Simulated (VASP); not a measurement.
# In3Se (Pm-3m) in VASP: further runs

Aim: see how the results for In3Se move with the level of theory and the settings. Levels: PBEsol, PBE. Tasks: relaxation of cell and atoms, single point.

Program: VASP 6.6.1. These are calculated values, not measurements. Logs are shortened: lines on timing, memory, paths and dates and some standing lists are left out, and cuts for length are marked.

## (1) The cell of the first run

The structure is cubic, space group Pm-3m (No. 221). The conventional cell has a = 4.804 Å, b = 4.804 Å, c = 4.804 Å, α = 90.00°, β = 90.00°, γ = 90.00°. In (site symmetry 4/mmm) has 8 In at 3.40 Å and 4 Se at 3.40 Å within 4.5 Å. Se (site symmetry m-3m) has 12 In at 3.40 Å within 4.5 Å.

## (2) Relaxation of cell and atoms, PBEsol, target pressure 5 GPa, at which the enthalpy is minimised

Contents of INCAR:

```
SYSTEM = In3Se
  ALGO = Normal
  EDIFF = 1E-6
  EDIFFG = -0.01
  ENCUT = 600
  GGA = PS
  IBRION = 2
  ISIF = 3
  ISMEAR = -1
  LASPH = .True.
  LCHARG = .False.
  LREAL = .False.
  LWAVE = .False.
  NELM = 60
  NSW = 60
  PREC = Accurate
  PSTRESS = 50.0
  SIGMA = 0.05
```

Contents of KPOINTS:

```
k-points
0
Gamma
  6 6 6
  0 0 0
```

Contents of POSCAR:

```
In3Se
1.0
    4.8037580000      0.0000000000      0.0000000000
    0.0000000000      4.8037580000      0.0000000000
    0.0000000000      0.0000000000      4.8037580000
In Se
3 1
Direct
    0.5000000000      0.5000000000      0.0000000000
    0.5000000000      0.0000000000      0.5000000000
    0.0000000000      0.5000000000      0.5000000000
    0.0000000000      0.0000000000      0.0000000000
```

Potentials or basis: VASP PAW PBE potentials, release 64 (In_d, Se).

Command:

```console
> cat potpaw_PBE.64/In_d/POTCAR potpaw_PBE.64/Se/POTCAR > POTCAR
> mpirun -np 1 vasp_std > vasp.out
```

OUTCAR:

```text
SYSTEM = In3Se
   EDIFF = 1E-6
   EDIFFG = -0.01
   ENCUT = 600
   GGA = PS
   IBRION = 2
   ISIF = 3
   ISMEAR = -1
   LASPH = .True.
   LREAL = .False.
   NELM = 60
   NSW = 60
   PREC = Accurate
   PSTRESS = 50.0

 ion  position               nearest neighbor table
   1  0.500  0.500  0.000-   2 3.40   3 3.40   4 3.40   2 3.40   3 3.40   2 3.40   4 3.40   2 3.40
                             3 3.40   4 3.40   3 3.40   4 3.40
   2  0.500  0.000  0.500-   1 3.40   3 3.40   4 3.40   1 3.40   4 3.40   1 3.40   3 3.40   1 3.40
                             3 3.40   4 3.40   4 3.40   3 3.40
   3  0.000  0.500  0.500-   1 3.40   2 3.40   4 3.40   1 3.40   4 3.40   2 3.40   4 3.40   4 3.40
                             1 3.40   2 3.40   1 3.40   2 3.40
   4  0.000  0.000  0.000-   1 3.40   2 3.40   3 3.40   2 3.40   3 3.40   1 3.40   3 3.40   3 3.40
                             1 3.40   2 3.40   2 3.40   1 3.40

  LATTYP: Found a simple cubic cell.
 ALAT       =     4.8037580000

  Lattice vectors:

 A1 = (   4.8037580000,   0.0000000000,   0.0000000000)
 A2 = (   0.0000000000,   4.8037580000,   0.0000000000)
 A3 = (   0.0000000000,   0.0000000000,   4.8037580000)

Analysis of symmetry for initial positions (statically):
=====================================================================
 Subroutine PRICEL returns:
 Original cell was already a primitive cell.

 Routine SETGRP: Setting up the symmetry group for a
 simple cubic supercell.

 Subroutine GETGRP returns: Found 48 space group operations
 (whereof 48 operations were pure point group operations)
 out of a pool of 48 trial point group operations.

The static configuration has the point symmetry O_h .

Analysis of symmetry for dynamics (positions and initial velocities):
=====================================================================
 Subroutine PRICEL returns:
 Original cell was already a primitive cell.

 Routine SETGRP: Setting up the symmetry group for a
 simple cubic supercell.

 Subroutine GETGRP returns: Found 48 space group operations
 (whereof 48 operations were pure point group operations)
 out of a pool of 48 trial point group operations.

The dynamic configuration has the point symmetry O_h .

 Subroutine INISYM returns: Found 48 space group operations
 (whereof 48 operations are pure point group operations),
 and found     1 'primitive' translations

----------------------------------------------------------------------------------------

                                     Primitive cell

  volume of cell :     110.8520

  direct lattice vectors                    reciprocal lattice vectors
     4.803758000  0.000000000  0.000000000     0.208170353  0.000000000  0.000000000
     0.000000000  4.803758000  0.000000000     0.000000000  0.208170353  0.000000000
     0.000000000  0.000000000  4.803758000     0.000000000  0.000000000  0.208170353

  length of vectors
     4.803758000  4.803758000  4.803758000     0.208170353  0.208170353  0.208170353

  position of ions in fractional coordinates (direct lattice)
     0.500000000  0.500000000  0.000000000
     0.500000000  0.000000000  0.500000000
     0.000000000  0.500000000  0.500000000
     0.000000000  0.000000000  0.000000000

  ion indices of the primitive-cell ions
   primitive index   ion index
                 1           1
                 2           2
                 3           3
                 4           4

----------------------------------------------------------------------------------------

 KPOINTS: k-points

Automatic generation of k-mesh.
 Grid dimensions read from file:
 generate k-points for:    6    6    6

 Generating k-lattice:

  Cartesian coordinates                     Fractional coordinates (reciprocal lattice)
     0.034695059  0.000000000  0.000000000     0.166666667  0.000000000  0.000000000
     0.000000000  0.034695059  0.000000000     0.000000000  0.166666667  0.000000000
     0.000000000  0.000000000  0.034695059     0.000000000  0.000000000  0.166666667

  Length of vectors
     0.034695059  0.034695059  0.034695059

  Shift w.r.t. Gamma in fractional coordinates (k-lattice)
     0.000000000  0.000000000  0.000000000

 Subroutine IBZKPT returns following result:
 ===========================================

 Found     20 irreducible k-points:

 Following reciprocal coordinates:
            Coordinates               Weight
  0.000000  0.000000  0.000000      1.000000
  0.166667  0.000000  0.000000      6.000000
  0.333333  0.000000  0.000000      6.000000
  0.500000  0.000000  0.000000      3.000000
  0.166667  0.166667  0.000000     12.000000
  0.333333  0.166667  0.000000     24.000000
[... 12 lines left out ...]
  0.500000  0.500000  0.333333      6.000000
  0.500000  0.500000  0.500000      1.000000
   k-points           NKPTS =     20   k-points in BZ     NKDIM =     20   number of bands    NBANDS=     27
   number of dos      NEDOS =    301   number of ions     NIONS =      4
[... 31 lines left out ...]
   ISMEAR =    -1;   SIGMA  =   0.05  broadening in eV -4-tet -1-fermi 0-gaus
   EFERMI_NEDOS =   21; number of points for ismear=-14 and -15
   IALGO  =     38    algorithm
   IMIX   =      4    mixing-type and parameters
     AMIX     =   0.40;   BMIX     =  1.00
     AMIX_MAG =   1.60;   BMIX_MAG =  1.00
  volume/ion in A,a.u.               =      27.71       187.02
  Fermi-wavevector in a.u.,A,eV,Ry     =   1.212173  2.290675 19.991897  1.469363
  Thomas-Fermi vector in A             =   2.347665
   LORBIT       =      0    0 simple, 1 ext, 2 COOP (PROOUT), +10 PAW based schemes
   GGA     = PS    functional components
   LHFCALC =     F    Hartree Fock is set to
   AEXX    =    0.0000 exact exchange contribution
   IVDW    =     0    specifies the selected vdW correction
   LEPSILON=     F    determine dielectric tensor
   LRPA    =     F    only Hartree local field effects (RPA)
 conjugate gradient relaxation of ions
 non-spin polarized calculation
  energy-cutoff  :      600.00
  volume of cell :      110.85
 maximum number of plane-waves:      3755
 NGX is ok and might be reduce to    40
   NGX = 19   NGY = 19   NGZ = 19

--------------------------------------- Ionic step        1  -------------------------------------------

 number of electron      44.9999999 magnetization

 Free energy of the ion-electron system (eV)
  ---------------------------------------------------
  ext. energy  EPLUGINS =         0.00000000
  ---------------------------------------------------
  free energy    TOTEN  =       -13.15974225 eV

  energy without entropy =      -13.14727168  energy(sigma->0) =      -13.15350697

 E-fermi :   5.8624     XC(G=0):  -9.8996

 val. band max:        5.6858472289   @ k =   0.5000   0.0000   0.0000
 cond. band min:       5.9081364401   @ k =   0.5000   0.1667   0.0000
 fundamental gap:      0.2222892112
 Fermi energy:         5.8624467651

 k-point     1 :       0.0000    0.0000    0.0000
  band No.  band energies     occupation
      1      -8.8958      2.00000
      2      -8.8901      2.00000
      3      -8.8901      2.00000
      4      -8.8901      2.00000
      5      -8.7705      2.00000
      6      -8.7705      2.00000
[... 19 lines left out ...]
     26       9.9558      0.00000
     27       9.9558      0.00000
[... 630 lines left out ...]
 POSITION                                       TOTAL-FORCE (eV/Angst)
 -----------------------------------------------------------------------------------
      2.24289      2.24289      0.00000        -0.000000     -0.000000      0.000000
      2.24289     -0.00000      2.24289        -0.000000      0.000000      0.000000
     -0.00000      2.24289      2.24289         0.000000      0.000000      0.000000
      0.00000      0.00000      0.00000        -0.000000     -0.000000      0.000000
 -----------------------------------------------------------------------------------
    total drift:                               -0.000000     -0.000000     -0.000000

  FREE ENERGIE OF THE ION-ELECTRON SYSTEM (eV)
  ---------------------------------------------------
  free  energy   TOTEN  =       -13.0121241878 eV

  energy  without entropy=      -13.0013134612  energy(sigma->0) =      -13.00671882

  enthalpy is  TOTEN    =       -10.1952287391 eV   P V=        2.8168954487

--------------------------------------- Ionic step        3  -------------------------------------------

 number of electron      44.9999998 magnetization

 Free energy of the ion-electron system (eV)
  ---------------------------------------------------
  ext. energy  EPLUGINS =         0.00000000
  ---------------------------------------------------
  free energy    TOTEN  =       -13.12027657 eV

  energy without entropy =      -13.11077755  energy(sigma->0) =      -13.11552706

 E-fermi :   7.7535     XC(G=0): -10.7235

 val. band max:        7.6646938114   @ k =   0.3333   0.1667   0.1667
 cond. band min:       7.8481427408   @ k =   0.1667   0.1667   0.0000
 fundamental gap:      0.1834489295
 Fermi energy:         7.7534944476

 k-point     1 :       0.0000    0.0000    0.0000
  band No.  band energies     occupation
      1      -7.2460      2.00000
      2      -7.1669      2.00000
      3      -7.1669      2.00000
      4      -7.1669      2.00000
      5      -6.9889      2.00000
      6      -6.9889      2.00000
[... 19 lines left out ...]
     26      12.3234      0.00000
     27      12.3234      0.00000
[... 581 lines left out ...]
 VOLUME and BASIS-vectors are now :
 -----------------------------------------------------------------------------
  energy-cutoff  :      600.00
  volume of cell :       93.11
      direct lattice vectors                 reciprocal lattice vectors
     4.532387372 -0.000000000  0.000000000     0.220634275  0.000000000  0.000000000
    -0.000000000  4.532387372  0.000000000     0.000000000  0.220634275  0.000000000
    -0.000000000 -0.000000000  4.532387372    -0.000000000 -0.000000000  0.220634275

 POSITION                                       TOTAL-FORCE (eV/Angst)
 -----------------------------------------------------------------------------------
      2.26619      2.26619      0.00000        -0.000000     -0.000000      0.000000
      2.26619     -0.00000      2.26619        -0.000000      0.000000      0.000000
     -0.00000      2.26619      2.26619         0.000000      0.000000      0.000000
      0.00000      0.00000      0.00000        -0.000000     -0.000000      0.000000
 -----------------------------------------------------------------------------------
    total drift:                               -0.000000     -0.000000     -0.000000

  FREE ENERGIE OF THE ION-ELECTRON SYSTEM (eV)
  ---------------------------------------------------
  free  energy   TOTEN  =       -13.1202765715 eV

  energy  without entropy=      -13.1107775491  energy(sigma->0) =      -13.11552706

  enthalpy is  TOTEN    =       -10.2146454094 eV   P V=        2.9056311621

 reached required accuracy - stopping structural energy minimisation
```

Wall time 63 s (1 thread of Intel Xeon 6975P-C (Granite Rapids), shared host); peak memory 0.28 GiB.

Results:

```
Free energy                                                : -13.1203 eV
Relaxed volume                                             : 23.28 Å³/atom
Relaxed cell                                               : a = 4.532 Å, b = 4.532 Å, c = 4.532 Å, α = 90.00°, β = 90.00°, γ = 90.00°
Space group after relaxing (to 0.1 Å)                      : Pm-3m (No. 221)
Energy change on relaxing (the run minimises the enthalpy) : +9.9 meV/atom
Ionic steps                                                : 3
Pressure after relaxing                                    : 5.0 GPa
Band gap on the k mesh                                     : zero (an odd number of electrons rules out a gap without spin polarisation)
```

Step by step:
```
step  energy change (eV)  largest force (eV/Å)  pressure (GPa)  volume (Å³)
   1              0.0000                0.0000           -2.93       110.85
   2              0.1476                0.0000            7.28        90.26
   3              0.0395                0.0000            5.00        93.11
```

Final structure:
```xyz
4
Lattice="4.5324 0.0000 0.0000 0.0000 4.5324 0.0000 0.0000 0.0000 4.5324" Properties=species:S:1:pos:R:3 pbc="T T T"
In    2.2662    2.2662    0.0000
In    2.2662    0.0000    2.2662
In    0.0000    2.2662    2.2662
Se    0.0000    0.0000    0.0000
```

Levels at points of the mesh, in eV from the Fermi level:
```tsv
k point	band 20	band 21	band 22	band 23	band 24	band 25	band 26	band 27
(0.00, 0.00, 0.00)	-4.05	-1.98	-1.98	1.22	1.22	1.22	4.57	4.57
(0.50, 0.00, 0.00)	-3.00	-1.19	-1.11	-0.40	-0.40	1.08	4.28	4.28
(0.50, 0.50, 0.00)	-2.36	-1.15	-0.45	-0.45	1.68	1.68	1.78	2.04
(0.50, 0.50, 0.50)	-4.51	-4.51	-4.51	-3.93	3.59	3.59	3.59	9.10
```

Caveat: the cell is relaxed towards a set pressure, so the run minimises the enthalpy, not the energy; the volume moved by over 15 % at a fixed basis, so the end points are rough; the PAW data sets were made with another functional, which shifts forces and pressure a little; spin-orbit coupling is left out, which moves the levels of the heavy elements.

## (3) Relaxation of cell and atoms, PBEsol, target pressure 10 GPa, at which the enthalpy is minimised

Contents of INCAR:

```
PREC = Accurate
ENCUT = 600
EDIFF = 1E-7
ISMEAR = -1
SIGMA = 0.05
LREAL = False
LASPH = True
NELM = 60
ALGO = Normal
ISIF = 3
LWAVE = False
LCHARG = False
GGA = PS
IBRION = 2
NSW = 60
EDIFFG = -0.01
PSTRESS = 100.0
```

Contents of KPOINTS:

```
regular mesh
0
Gamma
  6 6 6
```

POSCAR is that of step 2.

Potentials or basis: VASP PAW PBE potentials, release 64 (In_d, Se).

Command:

```console
> cat potpaw_PBE.64/In_d/POTCAR potpaw_PBE.64/Se/POTCAR > POTCAR
> mpirun -np 1 vasp_std > vasp.out
```

Wall time 2.1 min (1 thread of Intel Xeon 6975P-C (Granite Rapids), shared host); peak memory 0.28 GiB.

The run converged. Its results:

```yaml
Free_energy: -12.8536 eV
Relaxed_volume: 21.83 Å³/atom
Relaxed_cell: a = 4.436 Å, b = 4.436 Å, c = 4.436 Å, α = 90.00°, β = 90.00°, γ = 90.00°
Space_group_after_relaxing_to_0.1_Å: Pm-3m (No. 221)
Energy_change_on_relaxing_the_run_minimises_the_enthalpy: +76.5 meV/atom
Ionic_steps: 6
Pressure_after_relaxing: 10.0 GPa
Band_gap_on_the_k_mesh: zero (an odd number of electrons rules out a gap without spin polarisation)
```

Step by step:
| step | energy change (eV) | largest force (eV/Å) | pressure (GPa) | volume (Å³) |
| --- | --- | --- | --- | --- |
| 1 | 0.0000 | 0.0000 | -2.93 | 110.85 |
| 2 | 1.1209 | 0.0000 | 21.33 | 78.70 |
| 3 | 0.3006 | 0.0000 | 9.91 | 87.39 |
| 4 | 0.3279 | 0.0000 | 10.35 | 86.96 |
| 5 | 0.2925 | 0.0000 | 9.77 | 87.53 |
| 6 | 0.3062 | 0.0000 | 10.00 | 87.30 |

Final structure:
```
In Se
1.0
     4.43620    0.00000    0.00000
     0.00000    4.43620    0.00000
     0.00000    0.00000    4.43620
In Se
3 1
Cartesian
  2.2181 2.2181 4.4362
  2.2181 0.0000 2.2181
  0.0000 2.2181 2.2181
  0.0000 0.0000 4.4362
```

Levels at points of the mesh, in eV from the Fermi level:
| k point | band 20 | band 21 | band 22 | band 23 | band 24 | band 25 | band 26 | band 27 |
| --- | --- | --- | --- | --- | --- | --- | --- | --- |
| (0.00, 0.00, 0.00) | -4.39 | -1.91 | -1.91 | 1.25 | 1.25 | 1.25 | 4.71 | 4.71 |
| (0.50, 0.00, 0.00) | -3.24 | -1.26 | -0.90 | -0.53 | -0.53 | 0.95 | 4.49 | 4.49 |
| (0.50, 0.50, 0.00) | -2.53 | -1.26 | -0.35 | -0.35 | 1.63 | 1.63 | 1.93 | 2.10 |
| (0.50, 0.50, 0.50) | -4.58 | -4.58 | -4.58 | -4.25 | 3.82 | 3.82 | 3.82 | 9.61 |

Caveat: the cell is relaxed towards a set pressure, so the run minimises the enthalpy, not the energy; the volume moved by over 15 % at a fixed basis, so the end points are rough; the PAW data sets were made with another functional, which shifts forces and pressure a little; spin-orbit coupling is left out, which moves the levels of the heavy elements.

## (4) Single point, PBE

Contents of INCAR:

```
PREC = Accurate
ENCUT = 520
EDIFF = 1E-6
ISMEAR = -1
SIGMA = 0.05
LREAL = F
LASPH = T
NELM = 100
ALGO = Normal
ISIF = 2
LWAVE = F
LCHARG = F
GGA = PE
NBANDS = 30
```

Contents of KPOINTS:

```
regular mesh
0
Gamma
  3 3 3
```

POSCAR is that of step 3.

Command:

```console
> cat potpaw_PBE.64/In_d/POTCAR potpaw_PBE.64/Se/POTCAR > POTCAR
> mpirun -np 1 vasp_std > vasp.out
```

It took 33 s on 1 thread of AMD EPYC 7R13, shared host; peak memory 0.17 GiB.

The run converged. Its results:

* Free energy: -11.4462 eV
* Pressure: 0.0 GPa
* Band gap on the k mesh: zero (an odd number of electrons rules out a gap without spin polarisation)

Levels at points of the mesh, in eV from the Fermi level:
| k point | band 19 | band 20 | band 21 | band 22 | band 23 | band 24 | band 25 | band 26 |
| --- | --- | --- | --- | --- | --- | --- | --- | --- |
| (0.00, 0.00, 0.00) | -3.53 | -3.53 | -2.55 | -2.55 | 0.83 | 0.83 | 0.83 | 3.87 |

Caveat: the k points lie up to 0.44 Å⁻¹ apart, too coarse for converged energies and pressures of a metal; spin-orbit coupling is left out, which moves the levels of the heavy elements.

## (5) Single point, PBEsol

Contents of INCAR:

```
ALGO = Normal ; EDIFF = 1E-7
ENCUT = 520 ; GGA = PS
ISIF = 2 ; ISMEAR = -1
LASPH = T ; LCHARG = F
LREAL = F ; LWAVE = F
NBANDS = 30 ; NELM = 80
PREC = Accurate ; SIGMA = 0.05
```

Contents of KPOINTS:

```
k-points
0
Gamma
  3 3 3
```

POSCAR is that of step 4.

Command:

```console
> cat potpaw_PBE.64/In_d/POTCAR potpaw_PBE.64/Se/POTCAR > POTCAR
> mpirun -np 1 vasp_std > vasp.out
```

It took 30 s on 1 thread of AMD EPYC 7R13, shared host; peak memory 0.17 GiB.

The run converged. Its results:

```
Free energy            : -12.9131 eV
Pressure               : -2.6 GPa
Band gap on the k mesh : zero (an odd number of electrons rules out a gap without spin polarisation)
```

Levels at points of the mesh, in eV from the Fermi level:
| k point | band 18 | band 19 | band 20 | band 21 | band 22 | band 23 | band 24 | band 25 | band 26 | band 27 |
| --- | --- | --- | --- | --- | --- | --- | --- | --- | --- | --- |
| (0.00, 0.00, 0.00) | -3.52 | -3.52 | -3.52 | -2.56 | -2.56 | 0.85 | 0.85 | 0.85 | 3.86 | 3.86 |

Caveat: the k points lie up to 0.44 Å⁻¹ apart, too coarse for converged energies and pressures of a metal; the PAW data sets were made with another functional, which shifts forces and pressure a little; spin-orbit coupling is left out, which moves the levels of the heavy elements.

## (6) The runs side by side

| task | level | cell | k mesh | cutoff (eV) | gap on the mesh (eV) | pressure (GPa) |
| --- | --- | --- | --- | --- | --- | --- |
| relaxation of cell and atoms | PBEsol | relaxed to 5 GPa | 6 × 6 × 6 | 600 | none | 5.0 |
| relaxation of cell and atoms | PBEsol | relaxed to 10 GPa | 6 × 6 × 6 | 600 | none | 10.0 |
| single point | PBE | as given | 3 × 3 × 3 | 520 | none | 0.0 |
| single point | PBEsol | as given | 3 × 3 × 3 | 520 | none | -2.6 |

Alike in all rows: potentials or basis VASP PAW PBE potentials, release 64 (In_d, Se); no spin polarisation; smearing fermi-dirac 0.05 eV.

Caveats: some runs use coarse meshes; spin-orbit coupling is left out, which moves the levels of the heavy elements; the PAW data sets were made with another functional, which shifts forces and pressure a little (at least some runs); the cell is relaxed towards a set pressure, so the run minimises the enthalpy, not the energy (at least some runs); the volume moved by over 15 % at a fixed basis, so the end points are rough (at least some runs).

Total energies depend on the potentials used, so only differences within one code and one set of settings carry meaning.
